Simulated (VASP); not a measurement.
Wanted: the native input for a VASP 6.6.1 run.

* Task: electric field gradients
* Functional: PBE
* Potentials or basis: VASP PAW PBE potentials, release 64 (Ca_sv, O)
* Cutoff: 520 eV
* k mesh: 12 × 12 × 6
* Occupations: fermi-dirac, width 0.05 eV
* Spin: no spin polarisation
* Dipole correction: no
* Further INCAR settings: ALGO = Normal; EDIFF = 1e-08; NBANDS = 24

The structure of CaO (wurtzite type) lies in POSCAR:

```
CaO
1.0
    4.0042349854      0.0000000000      0.0000000000
   -2.0021174927      3.4677692201      0.0000000000
    0.0000000000      0.0000000000      4.8083127851
Ca O
2 2
Direct
    0.3333333333      0.6666666667     -0.0620031157
    0.6666666667      0.3333333333      0.4379968843
    0.3333333333      0.6666666667      0.4380031157
    0.6666666667      0.3333333333      0.9380031157
```

The input as run:

INCAR

```
PREC = Accurate ; ENCUT = 520
EDIFF = 1E-8 ; ISMEAR = -1
SIGMA = 0.05 ; LREAL = False
LASPH = True ; NELM = 80
ALGO = Normal ; ISIF = 2
LWAVE = False ; LCHARG = False
GGA = PE ; LEFG = True
NBANDS = 24
```

KPOINTS

```
Automatic mesh
0
Gamma
  12 12 6
```

Potentials or basis: VASP PAW PBE potentials, release 64 (Ca_sv, O).

The run is started by

```sh
$ cat potpaw_PBE.64/Ca_sv/POTCAR potpaw_PBE.64/O/POTCAR > POTCAR
$ mpirun -np 1 vasp_std > vasp.out
```

Results of the run:

```
Pressure               : 0.5 GPa
Band gap on the k mesh : 3.13 eV, direct
```

Caveat: without QUAD_EFG the Cq values of the log hold for a quadrupole moment of 1 mb, not for the nuclei.

Run time: 2.5 min on 1 thread of Intel(R) Xeon(R) Platinum 8259CL CPU @ 2.50GHz (Skylake/Cascade Lake), with other jobs on the host, peak memory 0.24 GiB.
